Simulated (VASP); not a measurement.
# PbO in VASP: a series of runs

The runs below take PbO through single point, with PBE+D3(BJ).

All numbers are computed with VASP 6.6.1; they aren't measurements. Logs are shortened: lines on timing, memory, paths and dates and some standing lists are left out, and cuts for length are marked.

## Step 1: The cell of the first run

The cell holds a slab with vacuum, 4 atoms: a = 4.012 Å, b = 4.012 Å, c = 30.749 Å, α = 90.00°, β = 90.00°, γ = 90.00°.

## Step 2: Single point, PBE+D3(BJ)

File INCAR:

```
SYSTEM = PbO
PREC = Accurate
ENCUT = 520
EDIFF = 1E-7
ISMEAR = 0
SIGMA = 0.02
LREAL = .FALSE.
LASPH = .TRUE.
NELM = 100
ALGO = Normal
ISIF = 2
LWAVE = .FALSE.
LCHARG = .TRUE.
LDIPOL = .TRUE.
IDIPOL = 3
DIPOL = 0.5 0.5 0.500
GGA = PE
IVDW = 12
LELF = .TRUE.
LVHAR = .TRUE.
LVACPOTAV = .TRUE.
NBANDS = 28
```

File KPOINTS:

```
regular mesh
0
G
  6 6 1
  0 0 0
```

File POSCAR:

```
PbO
1.0
    4.0122630501      0.0000000000      0.0000000000
    0.0000000000      4.0122630501      0.0000000000
    0.0000000000      0.0000000000     30.7487272090
Pb O
2 2
Direct
    0.0000000000      0.5000000000      0.4607539969
    0.5000000000      0.0000000000      0.5392460031
    0.0000000000      0.0000000000      0.5000000000
    0.5000000000      0.5000000000      0.5000000000
```

Potentials or basis: VASP PAW PBE potentials, release 64 (Pb_d, O).

On the command line:

```
cat potpaw_PBE.64/Pb_d/POTCAR potpaw_PBE.64/O/POTCAR > POTCAR
mpirun -np 1 vasp_std > vasp.out
```

OUTCAR:

```text
SYSTEM = PbO
   PREC = Accurate
   ENCUT = 520
   EDIFF = 1E-7
   ISMEAR = 0
   LREAL = .FALSE.
   LASPH = .TRUE.
   NELM = 100
   ISIF = 2
   GGA = PE
   IVDW = 12
 IVDW          = 12

 ion  position               nearest neighbor table
   1  0.000  0.500  0.461-   3 2.34   4 2.34   3 2.34   4 2.34   2 3.72   2 3.72   2 3.72   2 3.72

   2  0.500  0.000  0.539-   3 2.34   4 2.34   4 2.34   3 2.34   1 3.72   1 3.72   1 3.72   1 3.72

   3  0.000  0.000  0.500-   1 2.34   2 2.34   1 2.34   2 2.34
   4  0.500  0.500  0.500-   1 2.34   2 2.34   2 2.34   1 2.34

  LATTYP: Found a simple tetragonal cell.
 ALAT       =     4.0122630501
 C/A-ratio  =     7.6636867586

  Lattice vectors:

 A1 = (   4.0122630501,   0.0000000000,   0.0000000000)
 A2 = (   0.0000000000,   4.0122630501,   0.0000000000)
 A3 = (   0.0000000000,   0.0000000000,  30.7487272090)

Analysis of symmetry for initial positions (statically):
=====================================================================
 Subroutine PRICEL returns:
 Original cell was already a primitive cell.

 Routine SETGRP: Setting up the symmetry group for a
 simple tetragonal supercell.

 Subroutine GETGRP returns: Found 16 space group operations
 (whereof  8 operations were pure point group operations)
 out of a pool of 16 trial point group operations.

The static configuration has the point symmetry D_2d.
 The point group associated with its full space group is D_4h.

Analysis of symmetry for dynamics (positions and initial velocities):
=====================================================================
 Subroutine PRICEL returns:
 Original cell was already a primitive cell.

 Routine SETGRP: Setting up the symmetry group for a
 simple tetragonal supercell.

 Subroutine GETGRP returns: Found 16 space group operations
 (whereof  8 operations were pure point group operations)
 out of a pool of 16 trial point group operations.

The dynamic configuration has the point symmetry D_2d.
 The point group associated with its full space group is D_4h.

 Subroutine INISYM returns: Found 16 space group operations
 (whereof  8 operations are pure point group operations),
 and found     1 'primitive' translations

----------------------------------------------------------------------------------------

                                     Primitive cell

  volume of cell :     495.0008

  direct lattice vectors                    reciprocal lattice vectors
     4.012263050  0.000000000  0.000000000     0.249235902  0.000000000  0.000000000
     0.000000000  4.012263050  0.000000000     0.000000000  0.249235902  0.000000000
     0.000000000  0.000000000 30.748727209     0.000000000  0.000000000  0.032521671

  length of vectors
     4.012263050  4.012263050 30.748727209     0.249235902  0.249235902  0.032521671

  position of ions in fractional coordinates (direct lattice)
     0.000000000  0.500000000  0.460753997
     0.500000000  0.000000000  0.539246003
     0.000000000  0.000000000  0.500000000
     0.500000000  0.500000000  0.500000000

  ion indices of the primitive-cell ions
   primitive index   ion index
                 1           1
                 2           2
                 3           3
                 4           4

----------------------------------------------------------------------------------------

 KPOINTS: regular mesh

Automatic generation of k-mesh.
 Grid dimensions read from file:
 generate k-points for:    6    6    1

 Generating k-lattice:

  Cartesian coordinates                     Fractional coordinates (reciprocal lattice)
     0.041539317  0.000000000  0.000000000     0.166666667  0.000000000  0.000000000
     0.000000000  0.041539317  0.000000000     0.000000000  0.166666667  0.000000000
     0.000000000  0.000000000  0.032521671     0.000000000  0.000000000  1.000000000

  Length of vectors
     0.041539317  0.041539317  0.032521671

  Shift w.r.t. Gamma in fractional coordinates (k-lattice)
     0.000000000  0.000000000  0.000000000

 Subroutine IBZKPT returns following result:
 ===========================================

 Found     10 irreducible k-points:

 Following reciprocal coordinates:
            Coordinates               Weight
  0.000000  0.000000  0.000000      1.000000
  0.166667  0.000000  0.000000      4.000000
  0.333333  0.000000  0.000000      4.000000
  0.500000  0.000000  0.000000      2.000000
  0.166667  0.166667  0.000000      4.000000
  0.333333  0.166667  0.000000      8.000000
  0.500000  0.166667  0.000000      4.000000
  0.333333  0.333333  0.000000      4.000000
  0.500000  0.333333  0.000000      4.000000
  0.500000  0.500000  0.000000      1.000000
   k-points           NKPTS =     10   k-points in BZ     NKDIM =     10   number of bands    NBANDS=     28
   number of dos      NEDOS =    301   number of ions     NIONS =      4
   total plane-waves  NPLWV = 216000
   dimension x,y,z NGX =    30 NGY =   30 NGZ =  240
   dimension x,y,z NGXF=    60 NGYF=   60 NGZF=  480
   ions per type =               2   2
   NGX,Y,Z   is equivalent  to a cutoff of  12.43, 12.43, 12.98 a.u.
   NGXF,Y,Z  is equivalent  to a cutoff of  24.86, 24.86, 25.95 a.u.
 SYSTEM =  PbO
   PREC   = accura    normal or accurate (medium, high low for compatibility)
   ISTART =      0    job   : 0-new  1-cont  2-samecut
   ICHARG =      2    charge: 1-file 2-atom 10-const
   ISPIN  =      1    spin polarized calculation?
   LNONCOLLINEAR =      F non collinear calculations
   LSORBIT =      F    spin-orbit coupling
   LASPH  =      T    aspherical Exc in radial PAW
   ENCUT  =  520.0 eV  38.22 Ry    6.18 a.u.   7.46  7.46 57.17*2*pi/ulx,y,z
   NELM   =    100;   NELMIN=  2; NELMDL= -5     # of ELM steps
   EDIFF  = 0.1E-06   stopping-criterion for ELM
   LREAL  =      F    real-space projection
   EDIFFG = 0.1E-05   stopping-criterion for IOM
   NSW    =      0    number of steps for IOM
   IBRION =     -1    ionic relax: 0-MD 1-quasi-New 2-CG
   NFREE  =      0    steps in history (QN), initial steepest desc. (CG)
   ISIF   =      2    stress and relaxation
   ISYM   =      2    0-nonsym 1-usesym 2-fastsym
   POTIM  = 0.5000    time-step for ionic-motion
   TEBEG  =    0.0;   TEEND  =   0.0 temperature during run
   PSTRESS=    0.0 pullay stress
   NELECT =      40.0000    total number of electrons
   NUPDOWN=      -1.0000    fix difference up-down
   EMIN   =  10.00;   EMAX   =-10.00  energy-range for DOS
   EFERMI =   0.00;   METHOD = LEGACY
   ISMEAR =     0;   SIGMA  =   0.02  broadening in eV -4-tet -1-fermi 0-gaus
   EFERMI_NEDOS =   21; number of points for ismear=-14 and -15
   IALGO  =     38    algorithm
   IMIX   =      4    mixing-type and parameters
     AMIX     =   0.40;   BMIX     =  1.00
     AMIX_MAG =   1.60;   BMIX_MAG =  1.00
  volume/ion in A,a.u.               =     123.75       835.11
  Fermi-wavevector in a.u.,A,eV,Ry     =   0.707771  1.337494  6.815702  0.500940
  Thomas-Fermi vector in A             =   1.793909
   LORBIT       =      0    0 simple, 1 ext, 2 COOP (PROOUT), +10 PAW based schemes
   GGA     = PE    functional components
   LHFCALC =     F    Hartree Fock is set to
   AEXX    =    0.0000 exact exchange contribution
   IVDW    =    12    specifies the selected vdW correction
   LEPSILON=     F    determine dielectric tensor
   LRPA    =     F    only Hartree local field effects (RPA)
 non-spin polarized calculation
 Gauss-broadening in eV      SIGMA  =   0.02
  energy-cutoff  :      520.00
  volume of cell :      495.00
 maximum number of plane-waves:     13451
 NGX is ok and might be reduce to    30
   NGX = 15   NGY = 15   NGZ =115

 dipolmoment           0.000000      0.000000      0.000000 electrons x Angstroem

 number of electron      40.0000007 magnetization

 dipolmoment           0.000000      0.000000     -0.000000 electrons x Angstroem

 Free energy of the ion-electron system (eV)
  ---------------------------------------------------
  ext. energy  EPLUGINS =         0.00000000
  ---------------------------------------------------
  free energy    TOTEN  =       -21.46185872 eV

  energy without entropy =      -21.46185872  energy(sigma->0) =      -21.46185872

 E-fermi :  -2.9602     XC(G=0):  -2.0150

 val. band max:       -3.0856730660   @ k =   0.0000   0.0000   0.0000
 cond. band min:      -0.5029083443   @ k =   0.0000   0.0000   0.0000
 fundamental gap:      2.5827647217
 Fermi energy:        -2.9601594843

 k-point     1 :       0.0000    0.0000    0.0000
  band No.  band energies     occupation
      1     -20.6709      2.00000
      2     -20.2097      2.00000
      3     -18.5163      2.00000
      4     -18.5163      2.00000
      5     -18.4915      2.00000
      6     -18.4687      2.00000
[... 20 lines left out ...]
     27       2.5887      0.00000
     28       2.6359      0.00000

 k-point     2 :       0.1667    0.0000    0.0000
  band No.  band energies     occupation
      1     -20.6240      2.00000
      2     -20.2293      2.00000
      3     -18.5133      2.00000
      4     -18.5058      2.00000
      5     -18.4738      2.00000
      6     -18.4513      2.00000
[... 20 lines left out ...]
     27       2.3293      0.00000
     28       2.9098      0.00000

 k-point     3 :       0.3333    0.0000    0.0000
  band No.  band energies     occupation
      1     -20.5139      2.00000
      2     -20.2920      2.00000
      3     -18.5044      2.00000
      4     -18.4806      2.00000
      5     -18.4590      2.00000
      6     -18.4437      2.00000
[... 20 lines left out ...]
     27       2.8498      0.00000
     28       3.1214      0.00000

 k-point     4 :       0.5000    0.0000    0.0000
  band No.  band energies     occupation
      1     -20.3927      2.00000
      2     -20.3927      2.00000
      3     -18.4875      2.00000
      4     -18.4875      2.00000
      5     -18.4542      2.00000
      6     -18.4542      2.00000
[... 20 lines left out ...]
     27       3.7798      0.00000
     28       3.7798      0.00000

 k-point     5 :       0.1667    0.1667    0.0000
  band No.  band energies     occupation
      1     -20.5832      2.00000
      2     -20.2456      2.00000
      3     -18.5028      2.00000
      4     -18.4983      2.00000
      5     -18.4646      2.00000
      6     -18.4381      2.00000
[... 20 lines left out ...]
     27       2.5674      0.00000
     28       2.6069      0.00000

 k-point     6 :       0.3333    0.1667    0.0000
  band No.  band energies     occupation
      1     -20.4882      2.00000
      2     -20.2987      2.00000
      3     -18.4886      2.00000
      4     -18.4704      2.00000
      5     -18.4513      2.00000
      6     -18.4258      2.00000
[... 20 lines left out ...]
     27       2.8409      0.00000
     28       3.1180      0.00000

 k-point     7 :       0.5000    0.1667    0.0000
  band No.  band energies     occupation
      1     -20.3848      2.00000
      2     -20.3848      2.00000
      3     -18.4722      2.00000
      4     -18.4722      2.00000
      5     -18.4420      2.00000
      6     -18.4420      2.00000
[... 20 lines left out ...]
     27       3.9252      0.00000
     28       3.9252      0.00000

 k-point     8 :       0.3333    0.3333    0.0000
  band No.  band energies     occupation
      1     -20.4314      2.00000
      2     -20.3252      2.00000
      3     -18.4620      2.00000
      4     -18.4361      2.00000
      5     -18.4328      2.00000
      6     -18.4069      2.00000
[... 20 lines left out ...]
     27       3.5488      0.00000
     28       3.6341      0.00000

 k-point     9 :       0.5000    0.3333    0.0000
  band No.  band energies     occupation
      1     -20.3726      2.00000
      2     -20.3726      2.00000
      3     -18.4484      2.00000
      4     -18.4484      2.00000
      5     -18.4041      2.00000
      6     -18.4041      2.00000
[... 20 lines left out ...]
     27       4.2767      0.00000
     28       4.2767      0.00000

 k-point    10 :       0.5000    0.5000    0.0000
  band No.  band energies     occupation
      1     -20.3683      2.00000
      2     -20.3683      2.00000
      3     -18.4472      2.00000
      4     -18.4472      2.00000
      5     -18.3728      2.00000
      6     -18.3728      2.00000
[... 20 lines left out ...]
     27       3.6094      0.00000
     28       3.6094      0.00000

------------------------ aborting loop because EDIFF is reached ----------------------------------------

 vacuum level on the upper side and lower side of the slab       (xc-potential included)        -0.093        -0.093

 Edisp (eV)   -0.54946

 E8    (eV) :    -0.2613

  FORCE on cell =-STRESS in cart. coord.  units (eV):
  Direction    XX          YY          ZZ          XY          YZ          ZX
  --------------------------------------------------------------------------------------
  -------------------------------------------------------------------------------------
  Total       0.02843     0.02843     0.01872     0.00000     0.00000    -0.00000
  in kB       0.09202     0.09202     0.06059     0.00000     0.00000    -0.00000
  external pressure =        0.08 kB  Pullay stress =        0.00 kB

 VOLUME and BASIS-vectors are now :
 -----------------------------------------------------------------------------
  energy-cutoff  :      520.00
  volume of cell :      495.00
      direct lattice vectors                 reciprocal lattice vectors
     4.012263050  0.000000000  0.000000000     0.249235902  0.000000000  0.000000000
     0.000000000  4.012263050  0.000000000     0.000000000  0.249235902  0.000000000
     0.000000000  0.000000000 30.748727209     0.000000000  0.000000000  0.032521671

 POSITION                                       TOTAL-FORCE (eV/Angst)
 -----------------------------------------------------------------------------------
      0.00000      2.00613     14.16760        -0.000000      0.000000     -0.039166
      2.00613      0.00000     16.58113         0.000000      0.000000      0.039166
      0.00000      0.00000     15.37436         0.000000     -0.000000     -0.000000
      2.00613      2.00613     15.37436         0.000000     -0.000000     -0.000000
 -----------------------------------------------------------------------------------
    total drift:                                0.000000      0.000000     -0.000000

  FREE ENERGIE OF THE ION-ELECTRON SYSTEM (eV)
  ---------------------------------------------------
  free  energy   TOTEN  =       -22.0113199820 eV

  energy  without entropy=      -22.0113199820  energy(sigma->0) =      -22.01131998

 vacuum level on the upper side and lower side of the slab         1.481         1.481
```

Wall time 2.8 min (1 thread of Intel Xeon Platinum 8559C (Emerald Rapids), shared host); peak memory 0.52 GiB.

Results:

| Quantity | Value |
| --- | --- |
| Free energy | -22.0113 eV |
| Largest force | 0.039 eV/Å |
| Band gap on the k mesh | 2.58 eV, direct |
| Dispersion energy per atom | -0.137 eV |
| Ionisation potential of the upper face | 4.57 eV |

Forces on the atoms (eV/Å):
```
Pb   0.000  0.000 -0.039
Pb   0.000  0.000  0.039
O    0.000  0.000  0.000
O    0.000  0.000  0.000
```

Levels at points of the mesh, in eV from the valence-band top:
| k point | band 16 | band 17 | band 18 | band 19 | band 20 | band 21 | band 22 | band 23 | band 24 | band 25 |
| --- | --- | --- | --- | --- | --- | --- | --- | --- | --- | --- |
| (0.00, 0.00, 0.00) | -3.45 | -1.08 | -0.99 | -0.99 | 0.00 | 2.58 | 2.60 | 4.53 | 4.55 | 4.83 |
| (0.50, 0.00, 0.00) | -2.68 | -2.28 | -2.28 | -0.65 | -0.65 | 3.38 | 3.38 | 4.95 | 4.95 | 6.67 |
| (0.50, 0.50, 0.00) | -2.90 | -1.27 | -1.27 | -0.38 | -0.38 | 3.20 | 3.20 | 5.22 | 5.22 | 6.56 |

Caveat: spin-orbit coupling is left out, which moves the levels of the heavy elements.

[end of part 1 of 2]
